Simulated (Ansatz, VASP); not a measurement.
# GaAs in VASP and in Ansatz

File INCAR:

```
SYSTEM = GaAs
PREC = Accurate
ENCUT = 500
EDIFF = 1E-6
ISMEAR = -1
SIGMA = 0.1
LREAL = .False.
LASPH = .True.
NELM = 120
ALGO = Normal
ISIF = 2
LWAVE = .False.
LCHARG = .False.
GGA = PE
NBANDS = 16
GGA_COMPAT = .False.
```

Contents of KPOINTS:

```
Automatic mesh
0
Gamma
  24 24 12
  0 0 0
```

The input POSCAR:

```
GaAs
1.0
    2.8597440953      0.0000000000      0.0000000000
   -1.4298720477      2.4766110349      0.0000000000
    0.0000000000      0.0000000000      5.4173190165
Ga As
1 1
Direct
    0.0000000000      0.0000000000      0.5000000000
    0.0000000000      0.0000000000      0.0000000000
```

Input for Ansatz:

```yaml
crystal:
  lattice:
    - [2.8597440953, 0.0, 0.0]
    - [-1.4298720477, 2.4766110349, 0.0]
    - [0.0, 0.0, 5.4173190165]
  atoms:
    - { symbol: Ga, position: [0.0, 0.0, 0.5] }
    - { symbol: As, position: [0.0, 0.0, 0.0] }
basis:
  ecutwfc: 420
kpoints:
  mp_grid: { grid: [24, 24, 12] }
hamiltonian:
  xc: pbe
scf:
  occupations: { method: fermi_dirac, width: 0.05 }
output:
  forces: true
  eigenvalues: true
  stress: true
```

Alike in both runs: task single point; functional PBE; k mesh 24 × 24 × 12; no spin polarisation.

```csv
,VASP,Ansatz
version,VASP 6.6.1,Ansatz 0.2.0
potentials or method,"VASP PAW PBE potentials, release 64 (Ga_d, As), cutoff 500 eV","scalar-relativistic, plane waves, PAW"
occupations,"fermi-dirac, width 0.1 eV","fermi-dirac, width 0.05 eV"
valence electrons in the cell,18,28
```

```csv
,VASP,Ansatz,Ansatz less VASP
gap on the k mesh at the Fermi level (eV),none,none,-
pressure (GPa),0.1,0.0,-0.12
"traceless stress, the component that is largest in VASP (GPa)",0.16,0.04,-0.126
```

A gap of «none» marks a metal or a gap that the smearing closes. VASP's potentials hold 18 valence electrons a cell and Ansatz's 28, so a difference there can come from the potentials and not from the codes.
